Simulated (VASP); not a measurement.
# C (P1) in VASP: further runs

The runs below take C through single point, with r2SCAN.

All numbers are computed with VASP 6.6.1; they aren't measurements. Logs are shortened: lines on timing, memory, paths and dates and some standing lists are left out, and cuts for length are marked.

### 1 The cell of the first run

The typed cell holds 8 atoms: a = 4.207 Å, b = 4.207 Å, c = 4.207 Å, α = 109.47°, β = 109.47°, γ = 109.47°.

### 2 Single point, r2SCAN (atom 1 (C) moved +0.270 Å along Cartesian [1 1 0])

The input, POSCAR:

```
C
1.0
   -2.4291088834      2.4291088834      2.4291088834
    2.4291088834     -2.4291088834      2.4291088834
    2.4291088834      2.4291088834     -2.4291088834
C
8
Direct
    0.3647532845      0.0392981213      0.0785962425
    0.6745448368      0.6745448368      0.6745448368
    0.0000000000      0.3254551632      0.0000000000
    0.0000000000      0.0000000000      0.3254551632
    0.0000000000      0.6745448368      0.0000000000
    0.3254551632      0.3254551632      0.3254551632
    0.6745448368      0.0000000000      0.0000000000
    0.0000000000      0.0000000000      0.6745448368
```

The input, INCAR.step1:

```
  PREC = Accurate
  ENCUT = 660
  ISMEAR = 0
  SIGMA = 0.05
  LREAL = False
  LASPH = True
  NELM = 120
  NBANDS = 26
  GGA = PE
  ALGO = Normal
  EDIFF = 1E-5
  LWAVE = True
  LCHARG = False
  GGA_COMPAT = False
```

The input, INCAR.step2:

```
  PREC = Accurate
  ENCUT = 660
  EDIFF = 1E-6
  ISMEAR = 0
  SIGMA = 0.05
  LREAL = False
  LASPH = True
  NELM = 120
  ALGO = Normal
  ISIF = 2
  LWAVE = False
  LCHARG = True
  METAGGA = R2SCAN
  LMIXTAU = True
  LELF = True
  LVHAR = True
  NBANDS = 26
  ISTART = 1
  GGA_COMPAT = False
```

The input, KPOINTS:

```
Automatic mesh
0
Gamma
  8 8 8
```

Potentials or basis: VASP PAW PBE potentials, release 64 (C).

Run with:

```sh
cat potpaw_PBE.64/C/POTCAR > POTCAR
cp INCAR.step1 INCAR
mpirun -np 1 vasp_std > vasp.out
cp INCAR.step2 INCAR
mpirun -np 1 vasp_std > vasp.out
```

OUTCAR:

```text
PREC = Accurate
   ENCUT = 660
   EDIFF = 1E-6
   ISMEAR = 0
   LREAL = False
   LASPH = True
   NELM = 120
   ISIF = 2
   METAGGA = R2SCAN
   ISTART = 1

 ion  position               nearest neighbor table
   1  0.365  0.039  0.079-   6 1.40   7 1.49   5 1.60   8 1.78
   2  0.675  0.675  0.675-   6 1.47   5 1.58   7 1.58   8 1.58
   3  0.000  0.325  0.000-   5 1.47   6 1.58   7 1.58   8 1.58
   4  0.000  0.000  0.325-   8 1.47   6 1.58   7 1.58   5 1.58
   5  0.000  0.675  0.000-   3 1.47   2 1.58   4 1.58   1 1.60
   6  0.325  0.325  0.325-   1 1.40   2 1.47   3 1.58   4 1.58
   7  0.675  0.000  0.000-   1 1.49   2 1.58   3 1.58   4 1.58
   8  0.000  0.000  0.675-   4 1.47   3 1.58   2 1.58   1 1.78

  LATTYP: Found a body centered cubic cell.
 ALAT       =     4.8582177668

  Lattice vectors:

 A1 = (  -2.4291088834,   2.4291088834,   2.4291088834)
 A2 = (   2.4291088834,  -2.4291088834,   2.4291088834)
 A3 = (   2.4291088834,   2.4291088834,  -2.4291088834)

Analysis of symmetry for initial positions (statically):
=====================================================================
 Subroutine PRICEL returns:
 Original cell was already a primitive cell.

 Routine SETGRP: Setting up the symmetry group for a
 body centered cubic supercell.

 Subroutine GETGRP returns: Found  1 space group operations
 (whereof  1 operations were pure point group operations)
 out of a pool of 48 trial point group operations.

The static configuration has the point symmetry C_1 .

Analysis of symmetry for dynamics (positions and initial velocities):
=====================================================================
 Subroutine PRICEL returns:
 Original cell was already a primitive cell.

 Routine SETGRP: Setting up the symmetry group for a
 body centered cubic supercell.

 Subroutine GETGRP returns: Found  1 space group operations
 (whereof  1 operations were pure point group operations)
 out of a pool of 48 trial point group operations.

The dynamic configuration has the point symmetry C_1 .

 Subroutine INISYM returns: Found  1 space group operations
 (whereof  1 operations are pure point group operations),
 and found     1 'primitive' translations

----------------------------------------------------------------------------------------

                                     Primitive cell

  volume of cell :      57.3325

  direct lattice vectors                    reciprocal lattice vectors
    -2.429108883  2.429108883  2.429108883     0.000000000  0.205836800  0.205836800
     2.429108883 -2.429108883  2.429108883     0.205836800  0.000000000  0.205836800
     2.429108883  2.429108883 -2.429108883     0.205836800  0.205836800  0.000000000

  length of vectors
     4.207340003  4.207340003  4.207340003     0.291097195  0.291097195  0.291097195

  position of ions in fractional coordinates (direct lattice)
     0.364753284  0.039298121  0.078596242
     0.674544837  0.674544837  0.674544837
     0.000000000  0.325455163  0.000000000
     0.000000000  0.000000000  0.325455163
     0.000000000  0.674544837  0.000000000
     0.325455163  0.325455163  0.325455163
     0.674544837  0.000000000  0.000000000
     0.000000000  0.000000000  0.674544837

  ion indices of the primitive-cell ions
   primitive index   ion index
                 1           1
                 2           2
                 3           3
                 4           4
                 5           5
                 6           6
                 7           7
                 8           8

----------------------------------------------------------------------------------------

 KPOINTS: Automatic mesh

Automatic generation of k-mesh.
 Grid dimensions read from file:
 generate k-points for:    8    8    8

 Generating k-lattice:

  Cartesian coordinates                     Fractional coordinates (reciprocal lattice)
     0.000000000  0.025729600  0.025729600     0.125000000  0.000000000  0.000000000
     0.025729600  0.000000000  0.025729600     0.000000000  0.125000000  0.000000000
     0.025729600  0.025729600  0.000000000     0.000000000  0.000000000  0.125000000

  Length of vectors
     0.036387149  0.036387149  0.036387149

  Shift w.r.t. Gamma in fractional coordinates (k-lattice)
     0.000000000  0.000000000  0.000000000

 Subroutine IBZKPT returns following result:
 ===========================================

 Found    260 irreducible k-points:

 Following reciprocal coordinates:
            Coordinates               Weight
  0.000000  0.000000  0.000000      1.000000
  0.125000  0.000000  0.000000      2.000000
  0.000000  0.125000  0.000000      2.000000
  0.000000  0.000000  0.125000      2.000000
  0.125000  0.000000 -0.125000      2.000000
  0.125000 -0.125000  0.000000      2.000000
[... 16 lines left out ...]
  0.500000  0.000000  0.500000      1.000000
  0.500000  0.500000  0.000000      1.000000
 [... further k-points ...]
   k-points           NKPTS =    260   k-points in BZ     NKDIM =    260   number of bands    NBANDS=     26
   number of dos      NEDOS =    301   number of ions     NIONS =      8
   total plane-waves  NPLWV =  46656
   dimension x,y,z NGX =    36 NGY =   36 NGZ =   36
   dimension x,y,z NGXF=    72 NGYF=   72 NGZF=   72
   ions per type =               8
   NGX,Y,Z   is equivalent  to a cutoff of  14.22, 14.22, 14.22 a.u.
   NGXF,Y,Z  is equivalent  to a cutoff of  28.45, 28.45, 28.45 a.u.
 SYSTEM =  unknown system
   PREC   = accura    normal or accurate (medium, high low for compatibility)
   ISTART =      1    job   : 0-new  1-cont  2-samecut
   ICHARG =      0    charge: 1-file 2-atom 10-const
   ISPIN  =      1    spin polarized calculation?
   LNONCOLLINEAR =      F non collinear calculations
   LSORBIT =      F    spin-orbit coupling
   LASPH  =      T    aspherical Exc in radial PAW
   ENCUT  =  660.0 eV  48.51 Ry    6.96 a.u.   8.81  8.81  8.81*2*pi/ulx,y,z
   NELM   =    120;   NELMIN=  2; NELMDL=  0     # of ELM steps
   EDIFF  = 0.1E-05   stopping-criterion for ELM
   LREAL  =      F    real-space projection
   EDIFFG = 0.1E-04   stopping-criterion for IOM
   NSW    =      0    number of steps for IOM
   IBRION =     -1    ionic relax: 0-MD 1-quasi-New 2-CG
   NFREE  =      0    steps in history (QN), initial steepest desc. (CG)
   ISIF   =      2    stress and relaxation
   ISYM   =      2    0-nonsym 1-usesym 2-fastsym
   POTIM  = 0.5000    time-step for ionic-motion
   TEBEG  =    0.0;   TEEND  =   0.0 temperature during run
   PSTRESS=    0.0 pullay stress
   NELECT =      32.0000    total number of electrons
   NUPDOWN=      -1.0000    fix difference up-down
   EMIN   =  10.00;   EMAX   =-10.00  energy-range for DOS
   EFERMI =   0.00;   METHOD = LEGACY
   ISMEAR =     0;   SIGMA  =   0.05  broadening in eV -4-tet -1-fermi 0-gaus
   EFERMI_NEDOS =   21; number of points for ismear=-14 and -15
   IALGO  =     38    algorithm
   IMIX   =      4    mixing-type and parameters
     AMIX     =   0.40;   BMIX     =  1.00
     AMIX_MAG =   1.60;   BMIX_MAG =  1.00
  volume/ion in A,a.u.               =       7.17        48.36
  Fermi-wavevector in a.u.,A,eV,Ry     =   1.347901  2.547163 24.719552  1.816836
  Thomas-Fermi vector in A             =   2.475613
   LORBIT       =      0    0 simple, 1 ext, 2 COOP (PROOUT), +10 PAW based schemes
   METAGGA = R2SCAN    functional components
   LHFCALC =     F    Hartree Fock is set to
   AEXX    =    0.0000 exact exchange contribution
   IVDW    =     0    specifies the selected vdW correction
   LEPSILON=     F    determine dielectric tensor
   LRPA    =     F    only Hartree local field effects (RPA)
 non-spin polarized calculation
 Gauss-broadening in eV      SIGMA  =   0.05
  energy-cutoff  :      660.00
  volume of cell :       57.33
 maximum number of plane-waves:      2234
   NGX = 17   NGY = 17   NGZ = 17

 number of electron      32.0000001 magnetization

 Free energy of the ion-electron system (eV)
  ---------------------------------------------------
  ext. energy  EPLUGINS =         0.00000000
  ---------------------------------------------------
  free energy    TOTEN  =       -71.87179859 eV

  energy without entropy =      -71.87179859  energy(sigma->0) =      -71.87179859

 E-fermi :   7.7750     XC(G=0): -12.4690

 val. band max:        7.4872035553   @ k =   0.5000   0.5000   0.5000
 cond. band min:       9.0509740178   @ k =   0.2500  -0.2500   0.1250
 fundamental gap:      1.5637704625
 Fermi energy:         7.7750043284

 k-point     1 :       0.0000    0.0000    0.0000
  band No.  band energies     occupation
      1     -15.5147      2.00000
      2      -7.9355      2.00000
      3      -6.9724      2.00000
      4      -6.5244      2.00000
      5      -6.2194      2.00000
      6      -5.9772      2.00000
[... 18 lines left out ...]
     25      17.9608      0.00000
     26      18.4057      0.00000

 k-point     2 :       0.1250    0.0000    0.0000
  band No.  band energies     occupation
      1     -15.4072      2.00000
      2      -8.6823      2.00000
      3      -7.2824      2.00000
      4      -6.8823      2.00000
      5      -6.1011      2.00000
      6      -6.0097      2.00000
[... 18 lines left out ...]
     25      17.9184      0.00000
     26      18.3347      0.00000

 k-point     3 :       0.0000    0.1250    0.0000
  band No.  band energies     occupation
      1     -15.4079      2.00000
      2      -8.4900      2.00000
      3      -7.8657      2.00000
      4      -6.4563      2.00000
      5      -6.1032      2.00000
      6      -5.6686      2.00000
[... 572 lines left out ...]
 k-point    23 :       0.5000    0.0000    0.5000
  band No.  band energies     occupation
      1     -14.6336      2.00000
      2     -10.5942      2.00000
      3      -9.2122      2.00000
      4      -6.8933      2.00000
      5      -6.6865      2.00000
      6      -5.8032      2.00000
[... 18 lines left out ...]
     25      18.7559      0.00000
     26      19.1476      0.00000

 k-point    24 :       0.5000    0.5000    0.0000
  band No.  band energies     occupation
      1     -14.5968      2.00000
      2     -10.8564      2.00000
      3      -8.9420      2.00000
      4      -6.8660      2.00000
      5      -6.6685      2.00000
      6      -5.9469      2.00000
[... 18 lines left out ...]
     25      18.4571      0.00000
     26      18.8505      0.00000

 [... further k-points ...]

------------------------ aborting loop because EDIFF is reached ----------------------------------------

  FORCE on cell =-STRESS in cart. coord.  units (eV):
  Direction    XX          YY          ZZ          XY          YZ          ZX
  --------------------------------------------------------------------------------------
  -------------------------------------------------------------------------------------
  Total        6.5134311     -2.5575201     -0.2713533     -1.1024945     -0.1718569      0.3049755
  in kB      182.0201493    -71.4708102     -7.5830652    -30.8096011     -4.8026020      8.5226502
  external PRESSURE =      34.3220913 kB  Pullay stress =       0.0000000 kB

 VOLUME and BASIS-vectors are now :
 -----------------------------------------------------------------------------
  energy-cutoff  :      660.00
  volume of cell :       57.33
      direct lattice vectors                 reciprocal lattice vectors
    -2.429108883  2.429108883  2.429108883     0.000000000  0.205836800  0.205836800
     2.429108883 -2.429108883  2.429108883     0.205836800  0.000000000  0.205836800
     2.429108883  2.429108883 -2.429108883     0.205836800  0.205836800  0.000000000

 POSITION                                       TOTAL-FORCE (eV/Angst)
 -----------------------------------------------------------------------------------
     -0.59965      0.98148      0.79057        -8.524357     -3.644994     -0.229133
      1.63854      1.63854      1.63854         0.524914      0.394076      0.164575
      0.79057     -0.79057      0.79057         0.229998      0.301867      0.071937
      0.79057      0.79057     -0.79057         0.503114      0.445464     -0.350563
      1.63854     -1.63854      1.63854         0.603145      0.700207      0.139975
      0.79057      0.79057      0.79057         4.349860      0.334458      0.201335
     -1.63854      1.63854      1.63854         1.801977      0.872013     -0.001955
      1.63854      1.63854     -1.63854         0.511351      0.596909      0.003830
 -----------------------------------------------------------------------------------
    total drift:                                0.000013     -0.000035     -0.000005

  FREE ENERGIE OF THE ION-ELECTRON SYSTEM (eV)
  ---------------------------------------------------
  free  energy   TOTEN  =       -71.8717985935 eV

  energy  without entropy=      -71.8717985935  energy(sigma->0) =      -71.87179859
```

It took 11 min on 1 thread of Intel Xeon 6975P-C (Granite Rapids), shared host; peak memory 0.47 GiB.

What came out:

- Free energy: -71.8718 eV
- Pressure: 3.4 GPa
- Largest force: 9.274 eV/Å
- Band gap on the k mesh: 1.56 eV (least direct gap 2.67 eV)

Forces on the atoms (eV/Å):
```
C   -8.524 -3.645 -0.229
C    0.525  0.394  0.165
C    0.230  0.302  0.072
C    0.503  0.445 -0.351
C    0.603  0.700  0.140
C    4.350  0.334  0.201
C    1.802  0.872 -0.002
C    0.511  0.597  0.004
```

Stress tensor (GPa, compression positive):
```
18.20 -3.08  0.85
-3.08 -7.15 -0.48
 0.85 -0.48 -0.76
```

Caveat: the cell differs from its parent crystal (atom 1 (C) moved +0.270 Å along Cartesian [1 1 0]); the stress differs along the axes, from -7 to 18 GPa; the PAW data sets were made with another functional, which shifts forces and pressure a little. A k mesh can miss the band edges.

(Part 1 of 2 ends here.)
